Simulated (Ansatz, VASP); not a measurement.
**One calculation of CoPt2O2, two programs**

File INCAR:

```
  PREC = Accurate
  ENCUT = 520
  EDIFF = 1E-6
  ISMEAR = 0
  SIGMA = 0.1
  LREAL = False
  LASPH = True
  NELM = 100
  ALGO = Normal
  ISIF = 2
  LWAVE = False
  LCHARG = True
  LDIPOL = True
  IDIPOL = 3
  DIPOL = 0.5 0.5 0.500
  GGA = PS
  LELF = True
  LVHAR = True
  LVACPOTAV = True
  NBANDS = 28
```

File KPOINTS:

```
regular mesh
0
Gamma
  12 12 1
```

The input POSCAR:

```
CoPt2O2
1.0
    2.8101831225      0.0000000000      0.0000000000
   -1.4050915612      2.4336899733      0.0000000000
    0.0000000000      0.0000000000     10.8988731690
Pt O Co
2 2 1
Direct
    0.6666666667      0.3333333333      0.2293815114
    0.3333333333      0.6666666667      0.7706184886
    0.6666666667      0.3333333333      0.4116215157
    0.3333333333      0.6666666667      0.5883784843
    0.0000000000      0.0000000000      0.5000000000
```

Input for Ansatz:

```yaml
crystal:
  lattice:
    - [2.8101831225, 0.0, 0.0]
    - [-1.4050915612, 2.4336899733, 0.0]
    - [0.0, 0.0, 10.898873169]
  atoms:
    - { symbol: Pt, position: [0.6666666667, 0.3333333333, 0.2293815114] }
    - { symbol: O, position: [0.6666666667, 0.3333333333, 0.4116215157] }
    - { symbol: Co, position: [0.0, 0.0, 0.5] }
    - { symbol: O, position: [0.3333333333, 0.6666666667, 0.5883784843] }
    - { symbol: Pt, position: [0.3333333333, 0.6666666667, 0.7706184886] }
basis:
  ecutwfc: 420
kpoints:
  mp_grid: { grid: [12, 12, 1] }
hamiltonian:
  xc: pbesol
scf:
  occupations: { method: gaussian, width: 0.1 }
output:
  forces: true
  stress: true
  eigenvalues: true
efield:
  axis: 3
  dipole_correction: true
  ramp_width: 0.04
```

Alike in both runs: task single point; functional PBEsol; k mesh 12 × 12 × 1; occupations gaussian, width 0.1 eV; no spin polarisation.

|  | VASP | Ansatz |
| --- | --- | --- |
| version | VASP 6.6.1 | Ansatz 0.2.0 |
| potentials or method | VASP PAW PBE potentials, release 64 (Pt, O, Co), cutoff 520 eV | scalar-relativistic, plane waves, PAW |
| valence electrons in the cell | 41 | 65 |

VASP gave:

- gap on the k mesh at the Fermi level (eV): none
- rms of the force components (eV/Å): 0.345

Q: Estimate Ansatz's values.

A: gap on the k mesh at the Fermi level (eV): none; rms of the force components (eV/Å): 0.324.

VASP's potentials were made for PBE, not for PBEsol. A gap of «none» marks a metal or a gap that the smearing closes. VASP's potentials hold 41 valence electrons a cell and Ansatz's 65, so a difference there can come from the potentials and not from the codes. Ansatz's warnings: vacuum density over bound.

Neither program's run includes spin-orbit coupling.
